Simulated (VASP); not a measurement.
BaS:

```
Ba S
1.0
     3.83376    0.00000    0.00000
     0.00000    3.83376    0.00000
     0.00000    0.00000    3.83376
Ba S
1 1
Direct
  0.00000 0.00000 0.00000
  0.50000 0.50000 0.50000
```

Base run:

```yaml
Program: VASP 6.6.1
Functional: HSE06
Potentials_or_basis: VASP PAW PBE potentials, release 64 (Ba_sv, S)
Cutoff: 520 eV
k_mesh: 4 × 4 × 4
Occupations: gaussian, width 0.01 eV
Spin: no spin polarisation
```

Its results: band gap on the k mesh 2.34 eV (least direct gap 2.46 eV); pressure 0.5 GPa.

Question: The run is repeated on the same cell with these changes: functional from HSE06 to r2SCAN. What comes out?

Answer: Band gap on the k mesh 1.80 eV (least direct gap 1.90 eV); pressure 1.0 GPa.

Caveats: the structure was generated, so it needn't be the stable form of BaS; the PAW data sets were made with another functional, which shifts forces and pressure a little; spin-orbit coupling is left out, which moves the levels of the heavy elements.

A k mesh can miss the band edges.
